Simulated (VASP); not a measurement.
# SiC (SiC (F-43m)) (F-43m) in VASP: vibrations by perturbation theory with PBE

Aim: the vibrations by perturbation theory of SiC (SiC (F-43m)) with PBE.

Everything below comes from runs of VASP 6.6.1. Logs are shortened: lines on timing, memory, paths and dates and some standing lists are left out, and cuts for length are marked.

## Step 1: The cell of the first run

It takes space group F-43m (No. 216, cubic). The conventional cell has a = 4.380 Å, b = 4.380 Å, c = 4.380 Å, α = 90.00°, β = 90.00°, γ = 90.00°. Within 2.5 Å of Si (site symmetry -43m) lie 4 C at 1.90 Å. C (site symmetry -43m) has 4 Si at 1.90 Å within 2.5 Å.

## Step 2: Vibrations by perturbation theory, PBE

INCAR

```
SYSTEM = SiC
ALGO = Normal ; EDIFF = 1E-8
ENCUT = 600 ; GGA = PE
GGA_COMPAT = .False. ; IBRION = 8
ISIF = 2 ; ISMEAR = 0
LASPH = .True. ; LCHARG = .True.
LEPSILON = .True. ; LREAL = .False.
LWAVE = .False. ; NBANDS = 11
NELM = 120 ; NSW = 1
PREC = Accurate ; SIGMA = 0.01
```

KPOINTS

```
k-points
0
Gamma
  9 9 9
  0 0 0
```

POSCAR

```
SiC
1.0
    0.0000000000      2.1898524999      2.1898524999
    2.1898524999      0.0000000000      2.1898524999
    2.1898524999      2.1898524999      0.0000000000
Si C
1 1
Direct
    0.7500000000      0.7500000000      0.7500000000
    0.0000000000      0.0000000000      0.0000000000
```

Potentials or basis: VASP PAW PBE potentials, release 64 (Si, C).

The run is started by

```bash
$ cat potpaw_PBE.64/Si/POTCAR potpaw_PBE.64/C/POTCAR > POTCAR
$ mpirun -np 1 vasp_std > vasp.out
```

OUTCAR:

```text
SYSTEM = SiC
   EDIFF = 1E-8
   ENCUT = 600
   GGA = PE
   IBRION = 8
   ISIF = 2
   ISMEAR = 0
   LASPH = .True.
   LEPSILON = .True.
   LREAL = .False.
   NELM = 120
   NSW = 1
   PREC = Accurate

 ion  position               nearest neighbor table
   1  0.750  0.750  0.750-   2 1.90   2 1.90   2 1.90   2 1.90
   2  0.000  0.000  0.000-   1 1.90   1 1.90   1 1.90   1 1.90

  LATTYP: Found a face centered cubic cell.
 ALAT       =     4.3797049998

  Lattice vectors:

 A1 = (   0.0000000000,   2.1898524999,   2.1898524999)
 A2 = (   2.1898524999,   0.0000000000,   2.1898524999)
 A3 = (   2.1898524999,   2.1898524999,   0.0000000000)

Analysis of symmetry for initial positions (statically):
=====================================================================
 Subroutine PRICEL returns:
 Original cell was already a primitive cell.

 Routine SETGRP: Setting up the symmetry group for a
 face centered cubic supercell.

 Subroutine GETGRP returns: Found 24 space group operations
 (whereof 24 operations were pure point group operations)
 out of a pool of 48 trial point group operations.

The static configuration has the point symmetry T_d .

Analysis of symmetry for dynamics (positions and initial velocities):
=====================================================================
 Subroutine PRICEL returns:
 Original cell was already a primitive cell.

 Routine SETGRP: Setting up the symmetry group for a
 face centered cubic supercell.

 Subroutine GETGRP returns: Found 24 space group operations
 (whereof 24 operations were pure point group operations)
 out of a pool of 48 trial point group operations.

The dynamic configuration has the point symmetry T_d .

 Subroutine INISYM returns: Found 24 space group operations
 (whereof 24 operations are pure point group operations),
 and found     1 'primitive' translations

----------------------------------------------------------------------------------------

                                     Primitive cell

  volume of cell :      21.0027

  direct lattice vectors                    reciprocal lattice vectors
     0.000000000  2.189852500  2.189852500    -0.228325880  0.228325880  0.228325880
     2.189852500  0.000000000  2.189852500     0.228325880 -0.228325880  0.228325880
     2.189852500  2.189852500  0.000000000     0.228325880  0.228325880 -0.228325880

  length of vectors
     3.096919105  3.096919105  3.096919105     0.395472026  0.395472026  0.395472026

  position of ions in fractional coordinates (direct lattice)
     0.750000000  0.750000000  0.750000000
     0.000000000  0.000000000  0.000000000

  ion indices of the primitive-cell ions
   primitive index   ion index
                 1           1
                 2           2

----------------------------------------------------------------------------------------

 KPOINTS: k-points

Automatic generation of k-mesh.
 Grid dimensions read from file:
 generate k-points for:    9    9    9

 Generating k-lattice:

  Cartesian coordinates                     Fractional coordinates (reciprocal lattice)
    -0.025369542  0.025369542  0.025369542     0.111111111  0.000000000  0.000000000
     0.025369542 -0.025369542  0.025369542     0.000000000  0.111111111  0.000000000
     0.025369542  0.025369542 -0.025369542     0.000000000  0.000000000  0.111111111

  Length of vectors
     0.043941336  0.043941336  0.043941336

  Shift w.r.t. Gamma in fractional coordinates (k-lattice)
     0.000000000  0.000000000  0.000000000

 Subroutine IBZKPT returns following result:
 ===========================================

 Found     35 irreducible k-points:

 Following reciprocal coordinates:
[... 442 lines left out ...]
  energy-cutoff  :      600.00
  volume of cell :       21.00
      direct lattice vectors                 reciprocal lattice vectors
     0.000000000  2.189852500  2.189852500    -0.228325880  0.228325880  0.228325880
     2.189852500  0.000000000  2.189852500     0.228325880 -0.228325880  0.228325880
     2.189852500  2.189852500  0.000000000     0.228325880  0.228325880 -0.228325880

 POSITION                                       TOTAL-FORCE (eV/Angst)
 -----------------------------------------------------------------------------------
      3.28478      3.28478      3.28478        -0.000000     -0.000000     -0.000000
      0.00000      0.00000      0.00000         0.000000      0.000000      0.000000
 -----------------------------------------------------------------------------------
    total drift:                               -0.000000     -0.000000     -0.000000

  FREE ENERGIE OF THE ION-ELECTRON SYSTEM (eV)
  ---------------------------------------------------
  free  energy   TOTEN  =       -15.0619281665 eV

  energy  without entropy=      -15.0619281665  energy(sigma->0) =      -15.06192817

 HEAD OF MICROSCOPIC STATIC DIELECTRIC TENSOR (INDEPENDENT PARTICLE, excluding Hartree and local field effects)
 ------------------------------------------------------
           7.310783     0.000000     0.000000
           0.000000     7.310783     0.000000
           0.000000     0.000000     7.310783
 ------------------------------------------------------

 Free energy of the ion-electron system (eV)
  ---------------------------------------------------
  ---------------------------------------------------
  free energy    TOTEN  =        -0.38039870 eV

  energy without entropy =       -0.38039870

------------------------ aborting loop because EDIFF is reached ----------------------------------------

--------------------------------------- Ionic step        2  -------------------------------------------

------------------------ aborting loop because EDIFF is reached ----------------------------------------

--------------------------------------- Ionic step        3  -------------------------------------------

------------------------ aborting loop because EDIFF is reached ----------------------------------------

 PIEZOELECTRIC TENSOR FIELD DIRECTION 3  (e Angst)
 -----------------------------------------------------------------------------
    -0.00054 -1.29182  0.00000           ( -0.00000 -0.05481  0.00000)
    -1.29182 -0.00054  0.00000           ( -0.05481 -0.00000  0.00000)
     0.00000  0.00000  0.00055           (  0.00000  0.00000 -0.00000)

 PIEZOELECTRIC TENSOR FIELD DIRECTION 3  (C/m^2)
 -----------------------------------------------------------------------------
    -0.00041 -0.98546  0.00000
    -0.98546 -0.00041  0.00000
     0.00000  0.00000  0.00042

--------------------------------------- Ionic step        4  -------------------------------------------

------------------------ aborting loop because EDIFF is reached ----------------------------------------

[... ionic steps 5 to 6 ...]

--------------------------------------- Ionic step        7  -------------------------------------------

 Free energy of the ion-electron system (eV)
  ---------------------------------------------------
  ---------------------------------------------------
  free energy    TOTEN  =        -0.12468249 eV

  energy without entropy =       -0.12468249

------------------------ aborting loop because EDIFF is reached ----------------------------------------

 INTERNAL STRAIN TENSOR  FOR ION    2  DIRECTION 1   (eV/Angst):
 -----------------------------------------------------------------------------
    -0.00856  0.00000  0.00000
     0.00000  0.00367 -7.50884
     0.00000 -7.50884  0.00367

 MACROSCOPIC STATIC DIELECTRIC TENSOR (including local field effects in DFT)
 ------------------------------------------------------
           7.076481     0.000000    -0.000000
           0.000000     7.076481    -0.000000
          -0.000000     0.000000     7.076481
 ------------------------------------------------------

 PIEZOELECTRIC TENSOR (including local field effects)  for field in x, y, z        (e  Angst)
          XX          YY          ZZ          XY          YZ          ZX
  --------------------------------------------------------------------------------
  x     0.00000    -0.00000    -0.00000     0.00000    -1.28843     0.00000
  y    -0.00000     0.00000     0.00000     0.00000     0.00000    -1.28843
  z    -0.00000     0.00000     0.00000    -1.28843     0.00000     0.00000

 PIEZOELECTRIC TENSOR (including local field effects)  for field in x, y, z        (C/m^2)
          XX          YY          ZZ          XY          YZ          ZX
  --------------------------------------------------------------------------------
  x     0.00000    -0.00000    -0.00000     0.00000    -0.98287     0.00000
  y    -0.00000     0.00000     0.00000     0.00000     0.00000    -0.98287
  z    -0.00000     0.00000     0.00000    -0.98287     0.00000     0.00000

 BORN EFFECTIVE CHARGES (including local field effects) (in |e|, cummulative output)
 ---------------------------------------------------------------------------------
 ion    1
    1     2.68644     0.00000     0.00000
    2     0.00000     2.68644     0.00000
    3     0.00000     0.00000     2.68644
 ion    2
    1    -2.68644     0.00000     0.00000
    2     0.00000    -2.68644     0.00000
    3     0.00000     0.00000    -2.68644

 INTERNAL STRAIN TENSOR FOR ION    2 for displacements in x,y,z  (eV/Angst):
          X           Y           Z          XY          YZ          ZX
  --------------------------------------------------------------------------------
  x    -0.00000     0.00000     0.00000     0.00000    -7.50884     0.00000
  y     0.00000     0.00000     0.00000     0.00000     0.00000    -7.50884
  z     0.00000     0.00000    -0.00000    -7.50884     0.00000     0.00000

 SECOND DERIVATIVES (NOT SYMMETRIZED)
 ------------------------------------
               1X          1Y          1Z          2X          2Y          2Z
  1X   -18.570503    0.000000    0.000000   18.570503    0.000000    0.000000
  1Y     0.000000  -18.570503    0.000000    0.000000   18.570503    0.000000
  1Z     0.000000    0.000000  -18.570503    0.000000    0.000000   18.570503
  2X    18.570899    0.000000    0.000000  -18.570899    0.000000    0.000000
  2Y     0.000000   18.570899    0.000000    0.000000  -18.570899    0.000000
  2Z     0.000000    0.000000   18.570899    0.000000    0.000000  -18.570899

 Eigenvectors and eigenvalues of the dynamical matrix
 ----------------------------------------------------

   1 f  =   23.226808 THz   145.938339 2PiTHz  774.762918 cm-1    96.058316 meV
             X         Y         Z           dx          dy          dz
      3.284779  3.284779  3.284779     0.000000    0.547313    0.000000
      0.000000  0.000000  0.000000    -0.000000   -0.836928    0.000000
[... 21 lines left out ...]
   6 f/i=    0.000114 THz     0.000714 2PiTHz    0.003789 cm-1     0.000470 meV
             X         Y         Z           dx          dy          dz
      3.284779  3.284779  3.284779    -0.252983    0.797777    0.000000
      0.000000  0.000000  0.000000    -0.165439    0.521710    0.000000

--------------------------------------------------------------------------------------------------------

 MACROSCOPIC STATIC DIELECTRIC TENSOR IONIC CONTRIBUTION
 ------------------------------------------------------
           3.348237     0.000000     0.000000
           0.000000     3.348237     0.000000
           0.000000     0.000000     3.348237
 ------------------------------------------------------

 ELASTIC MODULI CONTR FROM IONIC RELAXATION (kBar)
 Direction    XX          YY          ZZ          XY          YZ          ZX
 --------------------------------------------------------------------------------
 XX          -0.0000      0.0000      0.0000      0.0000     -0.0000      0.0000
 YY           0.0000     -0.0000     -0.0000      0.0000      0.0000      0.0000
 ZZ           0.0000     -0.0000     -0.0000     -0.0000      0.0000      0.0000
 XY           0.0000      0.0000     -0.0000   -213.3192      0.0000      0.0000
 YZ          -0.0000      0.0000      0.0000      0.0000   -213.3192      0.0000
 ZX           0.0000      0.0000      0.0000      0.0000      0.0000   -213.3192
 --------------------------------------------------------------------------------

 PIEZOELECTRIC TENSOR IONIC CONTR  for field in x, y, z        (C/m^2)
          XX          YY          ZZ          XY          YZ          ZX
  --------------------------------------------------------------------------------
  x     0.00000    -0.00000    -0.00000     0.00000     0.79523     0.00000
  y    -0.00000    -0.00000    -0.00000     0.00000     0.00000     0.79523
  z    -0.00000    -0.00000     0.00000     0.79523     0.00000     0.00000
```

It took 2.2 min on 1 thread of Intel Xeon 6975P-C (Granite Rapids), shared host; peak memory 0.23 GiB.

What came out:

* Electronic dielectric tensor (diagonal): 7.08
* Born charges (mean of the diagonal): Si +2.69; C -2.69 e
* Highest phonon frequency at Γ, LO-TO splitting left out: 775 cm⁻¹

Phonon frequencies in cm⁻¹ (negative: imaginary):
```
              q point        frequencies
(0.000, 0.000, 0.000)  0 0 0 775 775 775
```

Electronic dielectric tensor:
```
7.08 0.00 0.00
0.00 7.08 0.00
0.00 0.00 7.08
```

Born effective charge tensors (e):
atom 1, Si
```
2.69 0.00 0.00
0.00 2.69 0.00
0.00 0.00 2.69
```
atom 2, C
```
-2.69  0.00  0.00
 0.00 -2.69  0.00
 0.00  0.00 -2.69
```
